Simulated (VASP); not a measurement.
# CsPbBr3 (Pm-3m) in VASP: single point with LDA

Aim: the single point of CsPbBr3 with LDA.

All numbers are computed with VASP 6.6.1; they aren't measurements. Logs are shortened: lines on timing, memory, paths and dates and some standing lists are left out, and cuts for length are marked.

## (1) The cell of the first run

It takes space group Pm-3m (No. 221, cubic). The conventional cell has a = 5.870 Å, b = 5.870 Å, c = 5.870 Å, α = 90.00°, β = 90.00°, γ = 90.00°. Within 5.4 Å of Cs (site symmetry m-3m) lie 12 Br at 4.15 Å and 8 Pb at 5.08 Å. Pb (site symmetry m-3m) has 6 Br at 2.94 Å within 3.9 Å. Within 3.9 Å of Br (site symmetry 4/mmm) lie 2 Pb at 2.94 Å.

## (2) Single point, LDA

File INCAR:

```
PREC = Accurate
ENCUT = 500
EDIFF = 1E-6
ISMEAR = 0
SIGMA = 0.05
LREAL = F
LASPH = T
NELM = 120
ALGO = Normal
ISIF = 2
LWAVE = F
LCHARG = F
GGA = CA
NBANDS = 30
GGA_COMPAT = F
```

File KPOINTS:

```
Automatic mesh
0
Gamma
  6 6 6
```

File POSCAR:

```
CsPbBr3
1.0
    5.8700000000      0.0000000000      0.0000000000
    0.0000000000      5.8700000000      0.0000000000
    0.0000000000      0.0000000000      5.8700000000
Cs Pb Br
1 1 3
Direct
    0.0000000000      0.0000000000      0.0000000000
    0.5000000000      0.5000000000      0.5000000000
    0.0000000000      0.5000000000      0.5000000000
    0.5000000000      0.0000000000      0.5000000000
    0.5000000000      0.5000000000      0.0000000000
```

Potentials or basis: VASP PAW LDA potentials, release 64 (Cs_sv, Pb_d, Br).

Launch:

```
> cat potpaw_LDA.64/Cs_sv/POTCAR potpaw_LDA.64/Pb_d/POTCAR potpaw_LDA.64/Br/POTCAR > POTCAR
> mpirun -np 1 vasp_std > vasp.out
```

OUTCAR:

```text
PREC = Accurate
   ENCUT = 500
   EDIFF = 1E-6
   ISMEAR = 0
   LREAL = F
   LASPH = T
   NELM = 120
   ISIF = 2
   GGA = CA

 ion  position               nearest neighbor table
   1  0.000  0.000  0.000-
   2  0.500  0.500  0.500-   3 2.94   4 2.94   5 2.94   5 2.94   4 2.94   3 2.94
   3  0.000  0.500  0.500-   2 2.94   2 2.94
   4  0.500  0.000  0.500-   2 2.94   2 2.94
   5  0.500  0.500  0.000-   2 2.94   2 2.94

  LATTYP: Found a simple cubic cell.
 ALAT       =     5.8700000000

  Lattice vectors:

 A1 = (   5.8700000000,   0.0000000000,   0.0000000000)
 A2 = (   0.0000000000,   5.8700000000,   0.0000000000)
 A3 = (   0.0000000000,   0.0000000000,   5.8700000000)

Analysis of symmetry for initial positions (statically):
=====================================================================
 Subroutine PRICEL returns:
 Original cell was already a primitive cell.

 Routine SETGRP: Setting up the symmetry group for a
 simple cubic supercell.

 Subroutine GETGRP returns: Found 48 space group operations
 (whereof 48 operations were pure point group operations)
 out of a pool of 48 trial point group operations.

The static configuration has the point symmetry O_h .

Analysis of symmetry for dynamics (positions and initial velocities):
=====================================================================
 Subroutine PRICEL returns:
 Original cell was already a primitive cell.

 Routine SETGRP: Setting up the symmetry group for a
 simple cubic supercell.

 Subroutine GETGRP returns: Found 48 space group operations
 (whereof 48 operations were pure point group operations)
 out of a pool of 48 trial point group operations.

The dynamic configuration has the point symmetry O_h .

 Subroutine INISYM returns: Found 48 space group operations
 (whereof 48 operations are pure point group operations),
 and found     1 'primitive' translations

----------------------------------------------------------------------------------------

                                     Primitive cell

  volume of cell :     202.2620

  direct lattice vectors                    reciprocal lattice vectors
     5.870000000  0.000000000  0.000000000     0.170357751  0.000000000  0.000000000
     0.000000000  5.870000000  0.000000000     0.000000000  0.170357751  0.000000000
     0.000000000  0.000000000  5.870000000     0.000000000  0.000000000  0.170357751

  length of vectors
     5.870000000  5.870000000  5.870000000     0.170357751  0.170357751  0.170357751

  position of ions in fractional coordinates (direct lattice)
     0.000000000  0.000000000  0.000000000
     0.500000000  0.500000000  0.500000000
     0.000000000  0.500000000  0.500000000
     0.500000000  0.000000000  0.500000000
     0.500000000  0.500000000  0.000000000

  ion indices of the primitive-cell ions
   primitive index   ion index
                 1           1
                 2           2
                 3           3
                 4           4
                 5           5

----------------------------------------------------------------------------------------

 KPOINTS: Automatic mesh

Automatic generation of k-mesh.
 Grid dimensions read from file:
 generate k-points for:    6    6    6

 Generating k-lattice:

  Cartesian coordinates                     Fractional coordinates (reciprocal lattice)
     0.028392959  0.000000000  0.000000000     0.166666667  0.000000000  0.000000000
     0.000000000  0.028392959  0.000000000     0.000000000  0.166666667  0.000000000
     0.000000000  0.000000000  0.028392959     0.000000000  0.000000000  0.166666667

  Length of vectors
     0.028392959  0.028392959  0.028392959

  Shift w.r.t. Gamma in fractional coordinates (k-lattice)
     0.000000000  0.000000000  0.000000000

 Subroutine IBZKPT returns following result:
 ===========================================

 Found     20 irreducible k-points:

 Following reciprocal coordinates:
            Coordinates               Weight
  0.000000  0.000000  0.000000      1.000000
  0.166667  0.000000  0.000000      6.000000
  0.333333  0.000000  0.000000      6.000000
  0.500000  0.000000  0.000000      3.000000
  0.166667  0.166667  0.000000     12.000000
  0.333333  0.166667  0.000000     24.000000
[... 12 lines left out ...]
  0.500000  0.500000  0.333333      6.000000
  0.500000  0.500000  0.500000      1.000000
   k-points           NKPTS =     20   k-points in BZ     NKDIM =     20   number of bands    NBANDS=     30
   number of dos      NEDOS =    301   number of ions     NIONS =      5
   total plane-waves  NPLWV = 110592
   dimension x,y,z NGX =    48 NGY =   48 NGZ =   48
   dimension x,y,z NGXF=    96 NGYF=   96 NGZF=   96
   ions per type =               1   1   3
   NGX,Y,Z   is equivalent  to a cutoff of  13.59, 13.59, 13.59 a.u.
   NGXF,Y,Z  is equivalent  to a cutoff of  27.19, 27.19, 27.19 a.u.
 SYSTEM =  unknown system
   PREC   = accura    normal or accurate (medium, high low for compatibility)
   ISTART =      0    job   : 0-new  1-cont  2-samecut
   ICHARG =      2    charge: 1-file 2-atom 10-const
   ISPIN  =      1    spin polarized calculation?
   LNONCOLLINEAR =      F non collinear calculations
   LSORBIT =      F    spin-orbit coupling
   LASPH  =      T    aspherical Exc in radial PAW
   ENCUT  =  500.0 eV  36.75 Ry    6.06 a.u.  10.70 10.70 10.70*2*pi/ulx,y,z
   NELM   =    120;   NELMIN=  2; NELMDL= -5     # of ELM steps
   EDIFF  = 0.1E-05   stopping-criterion for ELM
   LREAL  =      F    real-space projection
   EDIFFG = 0.1E-04   stopping-criterion for IOM
   NSW    =      0    number of steps for IOM
   IBRION =     -1    ionic relax: 0-MD 1-quasi-New 2-CG
   NFREE  =      0    steps in history (QN), initial steepest desc. (CG)
   ISIF   =      2    stress and relaxation
   ISYM   =      2    0-nonsym 1-usesym 2-fastsym
   POTIM  = 0.5000    time-step for ionic-motion
   TEBEG  =    0.0;   TEEND  =   0.0 temperature during run
   PSTRESS=    0.0 pullay stress
   NELECT =      44.0000    total number of electrons
   NUPDOWN=      -1.0000    fix difference up-down
   EMIN   =  10.00;   EMAX   =-10.00  energy-range for DOS
   EFERMI =   0.00;   METHOD = LEGACY
   ISMEAR =     0;   SIGMA  =   0.05  broadening in eV -4-tet -1-fermi 0-gaus
   EFERMI_NEDOS =   21; number of points for ismear=-14 and -15
   IALGO  =     38    algorithm
   IMIX   =      4    mixing-type and parameters
     AMIX     =   0.40;   BMIX     =  1.00
     AMIX_MAG =   1.60;   BMIX_MAG =  1.00
  volume/ion in A,a.u.               =      40.45       272.99
  Fermi-wavevector in a.u.,A,eV,Ry     =   0.984587  1.860600 13.189657  0.969412
  Thomas-Fermi vector in A             =   2.115831
   LORBIT       =      0    0 simple, 1 ext, 2 COOP (PROOUT), +10 PAW based schemes
   GGA     = CA    functional components
   LHFCALC =     F    Hartree Fock is set to
   AEXX    =    0.0000 exact exchange contribution
   IVDW    =     0    specifies the selected vdW correction
   LEPSILON=     F    determine dielectric tensor
   LRPA    =     F    only Hartree local field effects (RPA)
 non-spin polarized calculation
 Gauss-broadening in eV      SIGMA  =   0.05
  energy-cutoff  :      500.00
  volume of cell :      202.26
 maximum number of plane-waves:      5216
 NGX is ok and might be reduce to    48
   NGX = 21   NGY = 21   NGZ = 21

 number of electron      44.0000000 magnetization

 Free energy of the ion-electron system (eV)
  ---------------------------------------------------
  ext. energy  EPLUGINS =         0.00000000
  ---------------------------------------------------
  free energy    TOTEN  =       -17.81069907 eV

  energy without entropy =      -17.81069907  energy(sigma->0) =      -17.81069907

 E-fermi :   1.4021     XC(G=0):  -8.0591

 val. band max:        1.1478889666   @ k =   0.5000   0.5000   0.5000
 cond. band min:       2.5064673212   @ k =   0.5000   0.5000   0.5000
 fundamental gap:      1.3585783546
 Fermi energy:         1.4021145346

 k-point     1 :       0.0000    0.0000    0.0000
  band No.  band energies     occupation
      1     -20.2337      2.00000
      2     -15.6949      2.00000
      3     -15.6949      2.00000
      4     -15.5199      2.00000
      5     -15.5199      2.00000
      6     -15.5199      2.00000
[... 22 lines left out ...]
     29       7.0256      0.00000
     30       7.0256      0.00000

 k-point     2 :       0.1667    0.0000    0.0000
  band No.  band energies     occupation
      1     -20.2334      2.00000
      2     -15.6949      2.00000
      3     -15.6787      2.00000
      4     -15.5201      2.00000
      5     -15.5201      2.00000
      6     -15.5199      2.00000
[... 22 lines left out ...]
     29       6.1557      0.00000
     30       6.9702      0.00000

 k-point     3 :       0.3333    0.0000    0.0000
  band No.  band energies     occupation
      1     -20.2328      2.00000
      2     -15.6948      2.00000
      3     -15.6456      2.00000
      4     -15.5207      2.00000
      5     -15.5207      2.00000
      6     -15.5198      2.00000
[... 22 lines left out ...]
     29       6.2540      0.00000
     30       7.1080      0.00000

 k-point     4 :       0.5000    0.0000    0.0000
  band No.  band energies     occupation
      1     -20.2325      2.00000
      2     -15.6948      2.00000
      3     -15.6287      2.00000
      4     -15.5209      2.00000
      5     -15.5209      2.00000
      6     -15.5198      2.00000
[... 484 lines left out ...]
     29       6.4461      0.00000
     30       6.9777      0.00000

 k-point    19 :       0.5000    0.5000    0.3333
  band No.  band energies     occupation
      1     -20.2309      2.00000
      2     -15.6077      2.00000
      3     -15.5883      2.00000
      4     -15.5220      2.00000
      5     -15.5217      2.00000
      6     -15.5217      2.00000
[... 22 lines left out ...]
     29       6.2730      0.00000
     30       7.1506      0.00000

 k-point    20 :       0.5000    0.5000    0.5000
  band No.  band energies     occupation
      1     -20.2306      2.00000
      2     -15.5883      2.00000
      3     -15.5883      2.00000
      4     -15.5220      2.00000
      5     -15.5220      2.00000
      6     -15.5220      2.00000
[... 22 lines left out ...]
     29       6.1519      0.00000
     30       7.4208      0.00000

------------------------ aborting loop because EDIFF is reached ----------------------------------------

  FORCE on cell =-STRESS in cart. coord.  units (eV):
  Direction    XX          YY          ZZ          XY          YZ          ZX
  --------------------------------------------------------------------------------------
  -------------------------------------------------------------------------------------
  Total       -1.4142932     -1.4142932     -1.4142932      0.0000000     -0.0000000      0.0000000
  in kB      -11.2030362    -11.2030362    -11.2030362      0.0000000     -0.0000000      0.0000000
  external PRESSURE =     -11.2030362 kB  Pullay stress =       0.0000000 kB

 VOLUME and BASIS-vectors are now :
 -----------------------------------------------------------------------------
  energy-cutoff  :      500.00
  volume of cell :      202.26
      direct lattice vectors                 reciprocal lattice vectors
     5.870000000  0.000000000  0.000000000     0.170357751  0.000000000  0.000000000
     0.000000000  5.870000000  0.000000000     0.000000000  0.170357751  0.000000000
     0.000000000  0.000000000  5.870000000     0.000000000  0.000000000  0.170357751

 POSITION                                       TOTAL-FORCE (eV/Angst)
 -----------------------------------------------------------------------------------
      0.00000      0.00000      0.00000         0.000000      0.000000      0.000000
      2.93500      2.93500      2.93500         0.000000      0.000000      0.000000
      0.00000      2.93500      2.93500         0.000000      0.000000      0.000000
      2.93500      0.00000      2.93500         0.000000      0.000000      0.000000
      2.93500      2.93500      0.00000         0.000000      0.000000      0.000000
 -----------------------------------------------------------------------------------
    total drift:                                0.000000     -0.000000     -0.000000

  FREE ENERGIE OF THE ION-ELECTRON SYSTEM (eV)
  ---------------------------------------------------
  free  energy   TOTEN  =       -17.8106990689 eV

  energy  without entropy=      -17.8106990689  energy(sigma->0) =      -17.81069907
```

It took 1.7 min on 1 thread of Intel Xeon Platinum 8259CL at 2.50GHz (Skylake/Cascade Lake), shared host; peak memory 0.32 GiB.

Results:

```yaml
Free_energy: -17.8107 eV
Pressure: -1.1 GPa
Band_gap_on_the_k_mesh: 1.36 eV
```

Levels at points of the mesh, in eV from the valence-band top:
```
           k point  band 20  band 21  band 22  band 23  band 24  band 25
(0.00, 0.00, 0.00)    -2.03    -2.03    -2.03     2.66     3.85     3.85
(0.50, 0.00, 0.00)    -2.15    -2.15    -1.44     2.44     4.17     4.76
(0.50, 0.50, 0.00)    -2.27    -1.66    -0.71     1.94     1.94     4.74
(0.50, 0.50, 0.50)    -1.65    -1.65     0.00     1.36     1.36     1.36
```

Caveat: spin-orbit coupling is left out, which moves the levels of the heavy elements. LDA gaps usually lie below the measured ones, often by a third to a half.
